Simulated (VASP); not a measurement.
In12P12H3N, 28 atoms in the cell. The cell holds a slab with vacuum, 28 atoms: a = 8.300 Å, b = 8.300 Å, c = 19.624 Å, α = 90.00°, β = 90.00°, γ = 60.00°. 

```yaml
Program: VASP 6.6.1
Task: single point
Functional: PBE
Dispersion: D3(BJ)
Potentials_or_basis: VASP PAW PBE potentials, release 64 (In_d, P, N, H)
Cutoff: 520 eV
k_mesh: 2 × 2 × 1
Occupations: fermi-dirac, width 0.05 eV
Spin: no spin polarisation
Dipole_correction: no
Further_INCAR_settings: LREAL = Auto; ALGO = Normal; EDIFF = 1e-07; NBANDS = 132
```

Potentials or basis: VASP PAW PBE potentials, release 64 (In_d, P, N, H).

Command:

```sh
$ cat potpaw_PBE.64/In_d/POTCAR potpaw_PBE.64/P/POTCAR potpaw_PBE.64/N/POTCAR potpaw_PBE.64/H/POTCAR > POTCAR
$ mpirun -np 1 vasp_std > vasp.out
```

Hardware: 1 thread of Intel(R) Xeon(R) 6975P-C (Granite Rapids), on a shared host.

Q: Estimate the wall time of this run.

A: It took 24 min on 1 thread of Intel(R) Xeon(R) 6975P-C (Granite Rapids), on a shared host, peak memory 1.4 GiB. Counts: scf iterations 30, k points 4.
